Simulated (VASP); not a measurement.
# AlN (Fm-3m) in VASP: notebook, part 2 of 2

VASP 6.6.1.

## (4) Single point, r2SCAN+D4 (volume scaled by 1.04)

The input, POSCAR:

```
AlN
1.0
    0.0000000000      2.0394636906      2.0394636906
    2.0394636906      0.0000000000      2.0394636906
    2.0394636906      2.0394636906      0.0000000000
Al N
1 1
Direct
    0.0000000000      0.0000000000      0.0000000000
    0.5000000000      0.5000000000      0.5000000000
```

The input, INCAR.step1:

```
PREC     = Accurate       # precision mode
ENCUT    = 520            # plane-wave cutoff, eV
ISMEAR   = 0              # smearing method
SIGMA    = 0.05           # smearing width, eV
LREAL    = F              # projectors in reciprocal space
LASPH    = T              # aspherical terms in the spheres
NELM     = 100            # most SCF steps
NBANDS   = 11             # bands
GGA      = PE             # functional
ALGO     = Normal         # electronic algorithm
EDIFF    = 1E-4           # SCF threshold, eV
LWAVE    = T              # write WAVECAR
LCHARG   = F              # write CHGCAR
```

The input, INCAR.step2:

```
PREC     = Accurate       # precision mode
ENCUT    = 520            # plane-wave cutoff, eV
EDIFF    = 1E-7           # SCF threshold, eV
ISMEAR   = 0              # smearing method
SIGMA    = 0.05           # smearing width, eV
LREAL    = F              # projectors in reciprocal space
LASPH    = T              # aspherical terms in the spheres
NELM     = 100            # most SCF steps
ALGO     = Normal         # electronic algorithm
ISIF     = 2              # what is computed and relaxed
LWAVE    = F              # write WAVECAR
LCHARG   = F              # write CHGCAR
METAGGA  = R2SCAN         # meta-GGA
LMIXTAU  = T            
IVDW     = 13             # dispersion correction
VDW_S6   = 1.0          
VDW_S8   = 0.6018749    
VDW_A1   = 0.51559235   
VDW_A2   = 5.77342911   
NBANDS   = 11             # bands
ISTART   = 1
```

The input, KPOINTS:

```
regular mesh
0
Gamma
  10 10 10
```

Started as:

```
$ cat potpaw_PBE.64/Al/POTCAR potpaw_PBE.64/N/POTCAR > POTCAR
$ cp INCAR.step1 INCAR
$ mpirun -np 1 vasp_std > vasp.out
$ cp INCAR.step2 INCAR
$ mpirun -np 1 vasp_std > vasp.out
```

Run time: 28 s. Hardware: 1 thread of Intel Xeon 6975P-C, shared host; peak memory 0.14 GiB.

Results (log left out):

* Free energy: -19.1512 eV
* Pressure: -11.0 GPa
* Band gap on the k mesh: 5.22 eV, indirect (least direct gap 6.13 eV)
* Dispersion energy per atom: -0.135 eV

Levels at points of the mesh, in eV from the valence-band top:
```tsv
k point	band 1	band 2	band 3	band 4	band 5	band 6	band 7	band 8	band 9
(0.00, 0.00, 0.00)	-18.16	0.00	0.00	0.00	6.13	12.82	12.82	12.82	18.37
(0.50, 0.00, 0.00)	-15.03	-8.27	-1.11	-1.11	6.74	11.68	11.68	14.22	17.18
(0.50, 0.50, 0.00)	-14.09	-7.37	-2.83	-2.83	5.22	6.02	15.03	18.27	18.27
```

Caveat: the cell differs from its parent crystal (volume scaled by 1.04); the PAW data sets were made with another functional, which shifts forces and pressure a little.

## (5) Single point, r2SCAN+D4

This run uses another cell than the first one, of 8.58 Å³/atom, 1.074 times its volume.

The input, POSCAR:

```
AlN
1.0
    0.0000000000      2.0475490888      2.0475490888
    2.0475490888      0.0000000000      2.0475490888
    2.0475490888      2.0475490888      0.0000000000
Al N
1 1
Direct
    0.0000000000      0.0000000000      0.0000000000
    0.5000000000      0.5000000000      0.5000000000
```

The input, INCAR.step1:

```
PREC = Accurate
ENCUT = 520
ISMEAR = 0
SIGMA = 0.05
LREAL = F
LASPH = T
NELM = 80
NBANDS = 11
GGA = PE
ALGO = Normal
EDIFF = 1E-4
LWAVE = T
LCHARG = F
```

The input, INCAR.step2:

```
PREC = Accurate
ENCUT = 520
EDIFF = 1E-7
ISMEAR = 0
SIGMA = 0.05
LREAL = F
LASPH = T
NELM = 80
ALGO = Normal
ISIF = 2
LWAVE = F
LCHARG = T
METAGGA = R2SCAN
LMIXTAU = T
IVDW = 13
VDW_S6 = 1.0
VDW_S8 = 0.6018749
VDW_A1 = 0.51559235
VDW_A2 = 5.77342911
LELF = T
LVHAR = T
NBANDS = 11
ISTART = 1
```

The input, KPOINTS:

```
Automatic mesh
0
Gamma
  10 10 10
```

Started as:

```
$ cat potpaw_PBE.64/Al/POTCAR potpaw_PBE.64/N/POTCAR > POTCAR
$ cp INCAR.step1 INCAR
$ mpirun -np 1 vasp_std > vasp.out
$ cp INCAR.step2 INCAR
$ mpirun -np 1 vasp_std > vasp.out
```

Run time: 26 s. Hardware: 1 thread of Intel Xeon 6975P-C, shared host; peak memory 0.14 GiB.

Results (log left out):

```yaml
Free_energy: -19.1357 eV
Pressure: -13.8 GPa
Band_gap_on_the_k_mesh: 5.10 eV, indirect (least direct gap 5.95 eV)
Dispersion_energy_per_atom: -0.133 eV
```

Levels at points of the mesh, in eV from the valence-band top:
| k point | band 2 | band 3 | band 4 | band 5 | band 6 | band 7 |
| --- | --- | --- | --- | --- | --- | --- |
| (0.00, 0.00, 0.00) | 0.00 | 0.00 | 0.00 | 5.95 | 12.78 | 12.78 |
| (0.50, 0.00, 0.00) | -8.20 | -1.09 | -1.09 | 6.66 | 11.58 | 11.58 |
| (0.50, 0.50, 0.00) | -7.29 | -2.80 | -2.80 | 5.10 | 6.04 | 14.88 |

Caveat: the PAW data sets were made with another functional, which shifts forces and pressure a little. A k mesh can miss the band edges.

## (6) Single point, PBE+D3(BJ)

This run uses another cell than the first one, of 7.74 Å³/atom, 0.968 times its volume.

The input, INCAR:

```
SYSTEM = AlN
PREC = Accurate
ENCUT = 600
EDIFF = 1E-6
ISMEAR = 0
SIGMA = 0.05
LREAL = .False.
LASPH = .True.
NELM = 120
ALGO = Normal
ISIF = 2
LWAVE = .False.
LCHARG = .True.
GGA = PE
IVDW = 12
LELF = .True.
LVHAR = .True.
NBANDS = 11
GGA_COMPAT = .False.
```

The input, KPOINTS:

```
regular mesh
0
Gamma
  10 10 10
  0 0 0
```

The input, POSCAR:

```
AlN
1.0
    0.0000000000      1.9780005664      1.9780005664
    1.9780005664      0.0000000000      1.9780005664
    1.9780005664      1.9780005664      0.0000000000
Al N
1 1
Direct
    0.0000000000      0.0000000000      0.0000000000
    0.5000000000      0.5000000000      0.5000000000
```

Potentials or basis: VASP PAW PBE potentials, release 64 (Al, N).

Started as:

```
$ cat potpaw_PBE.64/Al/POTCAR potpaw_PBE.64/N/POTCAR > POTCAR
$ mpirun -np 1 vasp_std > vasp.out
```

Wall time 11 s (1 thread of Intel Xeon 8259CL, shared host); peak memory 0.15 GiB.

The run converged. Its results:

```
Free energy                : -15.1734 eV
Pressure                   : 17.3 GPa
Band gap on the k mesh     : 5.19 eV, indirect (least direct gap 6.66 eV)
Dispersion energy per atom : -0.364 eV
```

Levels at points of the mesh, in eV from the valence-band top:
| k point | band 1 | band 2 | band 3 | band 4 | band 5 | band 6 | band 7 | band 8 |
| --- | --- | --- | --- | --- | --- | --- | --- | --- |
| (0.00, 0.00, 0.00) | -18.16 | 0.00 | 0.00 | 0.00 | 6.66 | 12.38 | 12.38 | 12.38 |
| (0.50, 0.00, 0.00) | -14.63 | -8.73 | -1.20 | -1.20 | 6.56 | 11.54 | 11.54 | 14.29 |
| (0.50, 0.50, 0.00) | -13.56 | -7.83 | -2.97 | -2.97 | 5.19 | 5.26 | 14.87 | 18.31 |

## (7) The runs side by side

| level | cell | cutoff (eV) | gap on the mesh (eV) | pressure (GPa) |
| --- | --- | --- | --- | --- |
| r2SCAN+D4 | a = 2.828 Å, angles 60.0°, 2 atoms | 520 | 5.82 | 5.1 |
| r2SCAN+D4 | a = 2.866 Å, angles 60.0°, 2 atoms | 520 | 5.42 | -6.2 |
| r2SCAN+D4 | a = 2.884 Å, angles 60.0°, 2 atoms | 520 | 5.22 | -11.0 |
| r2SCAN+D4 | a = 2.896 Å, angles 60.0°, 2 atoms | 520 | 5.10 | -13.8 |
| PBE+D3(BJ) | a = 2.797 Å, angles 60.0°, 2 atoms | 600 | 5.19 | 17.3 |

Alike in all rows: task single point; potentials or basis VASP PAW PBE potentials, release 64 (Al, N); no spin polarisation; k mesh 10 × 10 × 10; smearing gaussian 0.05 eV.

Caveats: the PAW data sets were made with another functional, which shifts forces and pressure a little (some runs).

Absolute energies hang on the potentials; compare differences alone.
